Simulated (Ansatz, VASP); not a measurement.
**One calculation of Ga, two programs**

Contents of INCAR:

```
SYSTEM = Ga
PREC = Accurate
ENCUT = 520
EDIFF = 1E-6
ISMEAR = -1
SIGMA = 0.03
LREAL = .FALSE.
LASPH = .TRUE.
NELM = 80
ALGO = Normal
ISIF = 2
LWAVE = .FALSE.
LCHARG = .FALSE.
GGA = PS
NBANDS = 20
```

KPOINTS

```
Automatic mesh
0
G
  14 14 11
  0 0 0
```

POSCAR

```
Ga
1.0
    1.3830000000     -4.0265000000      0.0000000000
    1.3830000000      4.0265000000      0.0000000000
   -0.1174500000      0.0000000000      3.4298279000
Ga
2
Direct
    0.8690000000      0.1310000000      0.2500000000
    0.1310000000      0.8690000000      0.7500000000
```

Input for Ansatz:

```yaml
crystal:
  lattice:
    - [1.383, -4.0265, 0.0]
    - [1.383, 4.0265, 0.0]
    - [-0.11745, 0.0, 3.4298279]
  atoms:
    - { symbol: Ga, position: [0.869, 0.131, 0.25] }
    - { symbol: Ga, position: [0.131, 0.869, 0.75] }
kpoints:
  mp_grid: { grid: [14, 14, 11] }
  band_path:
    path:
      - [0.0, 0.0, 0.0]
      - [-0.5, 0.5, 0.0]
      - [-0.5, 0.5, 0.5]
      - [0.0, 0.0, 0.5]
      - [0.0, 0.0, 0.0]
      - [-0.5, 0.0, 0.5]
      - [0.0, 0.0, 0.0]
      - [-0.5, 0.0, 0.0]
    npoints: 5
scf:
  occupations: { method: fermi_dirac, width: 0.03 }
hamiltonian:
  xc: pbesol
  pseudopotentials: { kind: all_electron, lapw: { basis_error: 0.0005 } }
output:
  forces: true
  stress: true
  eigenvalues: true
```

Change from the starting cell: zz strain of +3 %.

Alike in both runs: task single point; functional PBEsol; k mesh 14 × 14 × 11; occupations fermi-dirac, width 0.03 eV; no spin polarisation.

|  | VASP | Ansatz |
| --- | --- | --- |
| version | VASP 6.6.1 | Ansatz 0.2.0 |
| potentials or method | VASP PAW PBE potentials, release 64 (Ga_d), cutoff 520 eV | all-electron LAPW, scalar-relativistic |

Ansatz gave:

```
pressure (GPa)                                                : -3.2
traceless stress, the component that is largest in VASP (GPa) : -0.74
rms of the force components (eV/Å)                            : 0.080
```

Task: Which values does VASP return?

Result: Pressure (GPa): -3.2; traceless stress, the component that is largest in VASP (GPa): -0.76; rms of the force components (eV/Å): 0.080.

VASP's potentials were made for PBE, not for PBEsol. Atom by atom the forces differ by 0.000 eV/Å (rms over components). Ansatz ran all-electron here, and VASP with PAW potentials.
